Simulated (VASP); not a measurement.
# GaN in VASP: single point with r2SCAN

Aim: the single point of GaN with r2SCAN.

Program: VASP 6.6.1. These are calculated values, not measurements. Logs are shortened: lines on timing, memory, paths and dates and some standing lists are left out, and cuts for length are marked.

### Step 1. The cell of the first run

The typed cell holds 4 atoms: a = 3.143 Å, b = 3.143 Å, c = 5.106 Å, α = 90.00°, β = 90.00°, γ = 120.00°.

### Step 2. Single point, r2SCAN

File POSCAR:

```
GaN
1.0
    3.1429567700      0.0000000000      0.0000000000
   -1.5714783800      2.7218796300      0.0000000000
    0.0000000000      0.0000000000      5.1058222200
Ga N
2 2
Direct
    0.3333000000      0.6667000000      0.0000000000
    0.6666000000      0.3333000000      0.5000000000
    0.3333000000      0.6667000000      0.3750000000
    0.6666000000      0.3333000000      0.8750000000
```

File INCAR.step1:

```
PREC = Accurate ; ENCUT = 770
ISMEAR = -1 ; SIGMA = 0.1
LREAL = False ; LASPH = True
NELM = 120 ; ISYM = -1
NBANDS = 26 ; GGA = PE
ALGO = Normal ; EDIFF = 1E-5
LWAVE = True ; LCHARG = False
GGA_COMPAT = False ; KPAR = 1
```

File INCAR.step2:

```
PREC = Accurate ; ENCUT = 770
EDIFF = 1E-6 ; ISMEAR = -1
SIGMA = 0.1 ; LREAL = False
LASPH = True ; NELM = 120
ALGO = Normal ; ISIF = 2
LWAVE = False ; LCHARG = True
METAGGA = R2SCAN ; LMIXTAU = True
LELF = True ; LVHAR = True
ISYM = -1 ; NBANDS = 26
ISTART = 1 ; GGA_COMPAT = False
KPAR = 1
```

File KPOINTS:

```
explicit points
98
Reciprocal
  0.07142857   0.07142857   0.12500000 2
  0.07142857   0.07142857   0.37500000 2
  0.07142857   0.07142857   0.62500000 2
  0.07142857   0.07142857   0.87500000 2
  0.07142857   0.21428571   0.12500000 2
  0.07142857   0.21428571   0.37500000 2
  0.07142857   0.21428571   0.62500000 2
  0.07142857   0.21428571   0.87500000 2
  0.07142857   0.35714286   0.12500000 2
  0.07142857   0.35714286   0.37500000 2
  0.07142857   0.35714286   0.62500000 2
  0.07142857   0.35714286   0.87500000 2
  0.07142857   0.50000000   0.12500000 2
  0.07142857   0.50000000   0.37500000 2
  0.07142857   0.50000000   0.62500000 2
  0.07142857   0.50000000   0.87500000 2
  0.07142857   0.64285714   0.12500000 2
  0.07142857   0.64285714   0.37500000 2
  0.07142857   0.64285714   0.62500000 2
  0.07142857   0.64285714   0.87500000 2
  0.07142857   0.78571429   0.12500000 2
  0.07142857   0.78571429   0.37500000 2
  0.07142857   0.78571429   0.62500000 2
  0.07142857   0.78571429   0.87500000 2
  0.07142857   0.92857143   0.12500000 2
  0.07142857   0.92857143   0.37500000 2
  0.07142857   0.92857143   0.62500000 2
  0.07142857   0.92857143   0.87500000 2
  0.21428571   0.07142857   0.12500000 2
  0.21428571   0.07142857   0.37500000 2
  0.21428571   0.07142857   0.62500000 2
  0.21428571   0.07142857   0.87500000 2
  0.21428571   0.21428571   0.12500000 2
  0.21428571   0.21428571   0.37500000 2
  0.21428571   0.21428571   0.62500000 2
  0.21428571   0.21428571   0.87500000 2
  0.21428571   0.35714286   0.12500000 2
  0.21428571   0.35714286   0.37500000 2
  0.21428571   0.35714286   0.62500000 2
  0.21428571   0.35714286   0.87500000 2
  0.21428571   0.50000000   0.12500000 2
  0.21428571   0.50000000   0.37500000 2
  0.21428571   0.50000000   0.62500000 2
  0.21428571   0.50000000   0.87500000 2
  0.21428571   0.64285714   0.12500000 2
  0.21428571   0.64285714   0.37500000 2
  0.21428571   0.64285714   0.62500000 2
  0.21428571   0.64285714   0.87500000 2
  0.21428571   0.78571429   0.12500000 2
  0.21428571   0.78571429   0.37500000 2
  0.21428571   0.78571429   0.62500000 2
  0.21428571   0.78571429   0.87500000 2
  0.21428571   0.92857143   0.12500000 2
  0.21428571   0.92857143   0.37500000 2
  0.21428571   0.92857143   0.62500000 2
  0.21428571   0.92857143   0.87500000 2
  0.35714286   0.07142857   0.12500000 2
  0.35714286   0.07142857   0.37500000 2
  0.35714286   0.07142857   0.62500000 2
  0.35714286   0.07142857   0.87500000 2
  0.35714286   0.21428571   0.12500000 2
  0.35714286   0.21428571   0.37500000 2
  0.35714286   0.21428571   0.62500000 2
  0.35714286   0.21428571   0.87500000 2
  0.35714286   0.35714286   0.12500000 2
  0.35714286   0.35714286   0.37500000 2
  0.35714286   0.35714286   0.62500000 2
  0.35714286   0.35714286   0.87500000 2
  0.35714286   0.50000000   0.12500000 2
  0.35714286   0.50000000   0.37500000 2
  0.35714286   0.50000000   0.62500000 2
  0.35714286   0.50000000   0.87500000 2
  0.35714286   0.64285714   0.12500000 2
  0.35714286   0.64285714   0.37500000 2
  0.35714286   0.64285714   0.62500000 2
  0.35714286   0.64285714   0.87500000 2
  0.35714286   0.78571429   0.12500000 2
  0.35714286   0.78571429   0.37500000 2
  0.35714286   0.78571429   0.62500000 2
  0.35714286   0.78571429   0.87500000 2
  0.35714286   0.92857143   0.12500000 2
  0.35714286   0.92857143   0.37500000 2
  0.35714286   0.92857143   0.62500000 2
  0.35714286   0.92857143   0.87500000 2
  0.50000000   0.07142857   0.12500000 2
  0.50000000   0.07142857   0.37500000 2
  0.50000000   0.07142857   0.62500000 2
  0.50000000   0.07142857   0.87500000 2
  0.50000000   0.21428571   0.12500000 2
  0.50000000   0.21428571   0.37500000 2
  0.50000000   0.21428571   0.62500000 2
  0.50000000   0.21428571   0.87500000 2
  0.50000000   0.35714286   0.12500000 2
  0.50000000   0.35714286   0.37500000 2
  0.50000000   0.35714286   0.62500000 2
  0.50000000   0.35714286   0.87500000 2
  0.50000000   0.50000000   0.12500000 2
  0.50000000   0.50000000   0.37500000 2
```

Potentials or basis: VASP PAW PBE potentials, release 64 (Ga_d, N).

Command:

```console
$ cat potpaw_PBE.64/Ga_d/POTCAR potpaw_PBE.64/N/POTCAR > POTCAR
$ cp INCAR.step1 INCAR
$ mpirun -np 4 vasp_std > vasp.out
$ cp INCAR.step2 INCAR
$ mpirun -np 4 vasp_std > vasp.out
```

OUTCAR:

```text
PREC = Accurate
   ENCUT = 770
   EDIFF = 1E-6
   ISMEAR = -1
   LREAL = False
   LASPH = True
   NELM = 120
   ISIF = 2
   METAGGA = R2SCAN
   ISYM = -1
   ISTART = 1

 ion  position               nearest neighbor table
   1  0.333  0.667  0.000-   3 1.91   4 1.92   4 1.92   4 1.92
   2  0.667  0.333  0.500-   4 1.91   3 1.92   3 1.92   3 1.92
   3  0.333  0.667  0.375-   1 1.91   2 1.92   2 1.92   2 1.92
   4  0.667  0.333  0.875-   2 1.91   1 1.92   1 1.92   1 1.92

IMPORTANT INFORMATION: All symmetrisations will be switched off!
NOSYMM: (Re-)initialisation of all symmetry stuff for point group C_1.

----------------------------------------------------------------------------------------

                                     Primitive cell

  volume of cell :      43.6790

  direct lattice vectors                    reciprocal lattice vectors
     3.142956770  0.000000000  0.000000000     0.318171732  0.183696587  0.000000000
    -1.571478380  2.721879630  0.000000000     0.000000000  0.367393175  0.000000000
     0.000000000  0.000000000  5.105822220     0.000000000  0.000000000  0.195854841

  length of vectors
     3.142956770  3.142956096  5.105822220     0.367393096  0.367393175  0.195854841

  position of ions in fractional coordinates (direct lattice)
     0.333300000  0.666700000  0.000000000
     0.666600000  0.333300000  0.500000000
     0.333300000  0.666700000  0.375000000
     0.666600000  0.333300000  0.875000000

  ion indices of the primitive-cell ions
   primitive index   ion index
                 1           1
                 2           2
                 3           3
                 4           4

----------------------------------------------------------------------------------------

 KPOINTS: explicit points

Read explicit list of k-points.

 Found     98 k-points:

 Following reciprocal coordinates:
            Coordinates               Weight
  0.071429  0.071429  0.125000      0.010204
  0.071429  0.071429  0.375000      0.010204
  0.071429  0.071429  0.625000      0.010204
  0.071429  0.071429  0.875000      0.010204
  0.071429  0.214286  0.125000      0.010204
  0.071429  0.214286  0.375000      0.010204
[... 16 lines left out ...]
  0.071429  0.785714  0.625000      0.010204
  0.071429  0.785714  0.875000      0.010204
 [... further k-points ...]
   k-points           NKPTS =     98   k-points in BZ     NKDIM =     98   number of bands    NBANDS=     28
   number of dos      NEDOS =    301   number of ions     NIONS =      4
   total plane-waves  NPLWV =  37632
   dimension x,y,z NGX =    28 NGY =   28 NGZ =   48
   dimension x,y,z NGXF=    56 NGYF=   56 NGZF=   96
   ions per type =               2   2
   NGX,Y,Z   is equivalent  to a cutoff of  14.81, 14.81, 15.63 a.u.
   NGXF,Y,Z  is equivalent  to a cutoff of  29.62, 29.62, 31.26 a.u.
 SYSTEM =  unknown system
   PREC   = accura    normal or accurate (medium, high low for compatibility)
   ISTART =      1    job   : 0-new  1-cont  2-samecut
   ICHARG =      0    charge: 1-file 2-atom 10-const
   ISPIN  =      1    spin polarized calculation?
   LNONCOLLINEAR =      F non collinear calculations
   LSORBIT =      F    spin-orbit coupling
   LASPH  =      T    aspherical Exc in radial PAW
   ENCUT  =  770.0 eV  56.59 Ry    7.52 a.u.   7.11  7.11 11.55*2*pi/ulx,y,z
   NELM   =    120;   NELMIN=  2; NELMDL=  0     # of ELM steps
   EDIFF  = 0.1E-05   stopping-criterion for ELM
   LREAL  =      F    real-space projection
   EDIFFG = 0.1E-04   stopping-criterion for IOM
   NSW    =      0    number of steps for IOM
   IBRION =     -1    ionic relax: 0-MD 1-quasi-New 2-CG
   NFREE  =      0    steps in history (QN), initial steepest desc. (CG)
   ISIF   =      2    stress and relaxation
   ISYM   =     -1    0-nonsym 1-usesym 2-fastsym
   POTIM  = 0.5000    time-step for ionic-motion
   TEBEG  =    0.0;   TEEND  =   0.0 temperature during run
   PSTRESS=    0.0 pullay stress
   NELECT =      36.0000    total number of electrons
   NUPDOWN=      -1.0000    fix difference up-down
   EMIN   =  10.00;   EMAX   =-10.00  energy-range for DOS
   EFERMI =   0.00;   METHOD = LEGACY
   ISMEAR =    -1;   SIGMA  =   0.10  broadening in eV -4-tet -1-fermi 0-gaus
   EFERMI_NEDOS =   21; number of points for ismear=-14 and -15
   IALGO  =     38    algorithm
   IMIX   =      4    mixing-type and parameters
     AMIX     =   0.40;   BMIX     =  1.00
     AMIX_MAG =   1.60;   BMIX_MAG =  1.00
  volume/ion in A,a.u.               =      10.92        73.69
  Fermi-wavevector in a.u.,A,eV,Ry     =   1.534916  2.900571 32.054886  2.355968
  Thomas-Fermi vector in A             =   2.641777
   LORBIT       =      0    0 simple, 1 ext, 2 COOP (PROOUT), +10 PAW based schemes
   METAGGA = R2SCAN    functional components
   LHFCALC =     F    Hartree Fock is set to
   AEXX    =    0.0000 exact exchange contribution
   IVDW    =     0    specifies the selected vdW correction
   LEPSILON=     F    determine dielectric tensor
   LRPA    =     F    only Hartree local field effects (RPA)
 non-spin polarized calculation
  energy-cutoff  :      770.00
  volume of cell :       43.68
 maximum number of plane-waves:      2135
   NGX = 15   NGY = 15   NGZ = 23

 number of electron      36.0000002 magnetization

 Free energy of the ion-electron system (eV)
  ---------------------------------------------------
  ext. energy  EPLUGINS =         0.00000000
  ---------------------------------------------------
  free energy    TOTEN  =       -43.75823998 eV

  energy without entropy =      -43.75823997  energy(sigma->0) =      -43.75823998

 E-fermi :   7.2216     XC(G=0): -12.9052

 val. band max:        5.4628454593   @ k =   0.0714   0.9286   0.1250
 cond. band min:       8.9217770947   @ k =   0.0714   0.9286   0.8750
 fundamental gap:      3.4589316354
 Fermi energy:         7.2216115786

 k-point     1 :       0.0714    0.0714    0.1250
  band No.  band energies     occupation
      1     -11.4133      2.00000
      2     -10.4590      2.00000
      3      -8.2905      2.00000
      4      -8.2672      2.00000
      5      -8.2427      2.00000
      6      -8.1994      2.00000
[... 20 lines left out ...]
     27      20.6499      0.00000
     28      21.3938      0.00000

 k-point     2 :       0.0714    0.0714    0.3750
  band No.  band energies     occupation
      1     -11.0836      2.00000
      2     -10.6738      2.00000
      3      -8.2618      2.00000
      4      -8.2498      2.00000
      5      -8.2283      2.00000
      6      -8.2169      2.00000
[... 20 lines left out ...]
     27      22.3986      0.00000
     28      23.0747      0.00000

 k-point     3 :       0.0714    0.0714    0.6250
  band No.  band energies     occupation
      1     -11.0836      2.00000
      2     -10.6738      2.00000
      3      -8.2618      2.00000
      4      -8.2498      2.00000
      5      -8.2283      2.00000
      6      -8.2169      2.00000
[... 20 lines left out ...]
     27      22.3986      0.00000
     28      23.0747      0.00000

 k-point     4 :       0.0714    0.0714    0.8750
  band No.  band energies     occupation
      1     -11.4133      2.00000
      2     -10.4590      2.00000
      3      -8.2905      2.00000
      4      -8.2672      2.00000
      5      -8.2427      2.00000
      6      -8.1994      2.00000
[... 578 lines left out ...]
     27      21.8022      0.00000
     28      22.7047      0.00000

 k-point    23 :       0.0714    0.7857    0.6250
  band No.  band energies     occupation
      1     -10.9301      2.00000
      2     -10.5788      2.00000
      3      -8.2419      2.00000
      4      -8.2201      2.00000
      5      -8.2061      2.00000
      6      -8.1836      2.00000
[... 20 lines left out ...]
     27      21.8022      0.00000
     28      22.7047      0.00000

 k-point    24 :       0.0714    0.7857    0.8750
  band No.  band energies     occupation
      1     -11.2255      2.00000
      2     -10.4037      2.00000
      3      -8.2656      2.00000
      4      -8.2436      2.00000
      5      -8.1912      2.00000
      6      -8.1679      2.00000
[... 20 lines left out ...]
     27      20.2014      0.00000
     28      21.2011      0.00000

 [... further k-points ...]

------------------------ aborting loop because EDIFF is reached ----------------------------------------

  FORCE on cell =-STRESS in cart. coord.  units (eV):
  Direction    XX          YY          ZZ          XY          YZ          ZX
  --------------------------------------------------------------------------------------
  -------------------------------------------------------------------------------------
  Total        2.5054349      2.5165280      3.1634936      0.0027971     -0.0000001     -0.0000357
  in kB       91.9010949     92.3080001    116.0391477      0.1025991     -0.0000031     -0.0013108
  external PRESSURE =     100.0827476 kB  Pullay stress =       0.0000000 kB

 VOLUME and BASIS-vectors are now :
 -----------------------------------------------------------------------------
  energy-cutoff  :      770.00
  volume of cell :       43.68
      direct lattice vectors                 reciprocal lattice vectors
     3.142956770  0.000000000  0.000000000     0.318171732  0.183696587  0.000000000
    -1.571478380  2.721879630  0.000000000     0.000000000  0.367393175  0.000000000
     0.000000000  0.000000000  5.105822220     0.000000000  0.000000000  0.195854841

 POSITION                                       TOTAL-FORCE (eV/Angst)
 -----------------------------------------------------------------------------------
     -0.00016      1.81468      0.00000         0.000005     -0.002609     -0.153627
      1.57132      0.90720      2.55291         0.000043      0.002609     -0.153626
     -0.00016      1.81468      1.91468        -0.000340     -0.002463      0.153627
      1.57132      0.90720      4.46759         0.000292      0.002462      0.153626
 -----------------------------------------------------------------------------------
    total drift:                                0.000092      0.000001      0.010851

  FREE ENERGIE OF THE ION-ELECTRON SYSTEM (eV)
  ---------------------------------------------------
  free  energy   TOTEN  =       -43.7582399808 eV

  energy  without entropy=      -43.7582399743  energy(sigma->0) =      -43.75823998
```

It took 2.9 min on 4 MPI ranks of Intel Xeon Platinum 8259CL at 2.50GHz (Skylake/Cascade Lake), shared host; peak memory 0.19 GiB.

Results:

```
Free energy            : -43.7582 eV
Pressure               : 10.0 GPa
Largest force          : 0.154 eV/Å
Band gap on the k mesh : 3.46 eV
```

Forces in eV/Å, atoms in the order of the input:
```
Ga   0.000 -0.003 -0.154
Ga   0.000  0.003 -0.154
N    0.000 -0.002  0.154
N    0.000  0.002  0.154
```

Levels at points of the mesh, in eV from the valence-band top:
```csv
k point,band 16,band 17,band 18,band 19,band 20,band 21
"(0.07, 0.07, 0.12)",-1.11,-0.23,-0.14,3.97,6.09,9.64
```

Caveat: the cell stands under pressure; the PAW data sets were made with another functional, which shifts forces and pressure a little; a shifted mesh leaves out Γ, where band edges can lie. r2SCAN opens gaps a little over a GGA but as a rule still falls short of measured ones.
